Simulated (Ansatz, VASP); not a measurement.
BP2 in VASP and in Ansatz

```
B P
1.0
    -2.44235    2.44235    3.92849
     2.44235   -2.44235    3.92849
     2.44235    2.44235   -3.92849
B P
2 4
Direct
  0.00000 0.00000 0.00000
  0.75000 0.25000 0.50000
  0.37500 0.35220 0.47720
  0.64780 0.12500 0.02280
  0.87500 0.89780 0.52280
  0.10220 0.62500 0.97720
```

Alike in both runs: task single point; functional PBE; k mesh 6 × 6 × 6; occupations gaussian, width 0.1 eV; no spin polarisation.

|  | VASP | Ansatz |
| --- | --- | --- |
| version | VASP 6.6.1 | Ansatz 0.2.0 |
| potentials or method | VASP PAW PBE potentials, release 64 (B, P), cutoff 520 eV | scalar-relativistic, plane waves, PAW |
| valence electrons in the cell | 26 | 26 |

|  | VASP | Ansatz | Ansatz less VASP |
| --- | --- | --- | --- |
| gap on the k mesh at the Fermi level (eV) | none | none | - |
| pressure (GPa) | -0.4 | -0.2 | +0.15 |
| traceless stress, the component that is largest in VASP (GPa) | 2.99 | 2.97 | -0.020 |
| rms of the force components (eV/Å) | 0.469 | 0.479 | +0.0100 |

Atom by atom the forces differ by 0.010 eV/Å (rms over components). A gap of «none» marks a metal or a gap that the smearing closes.
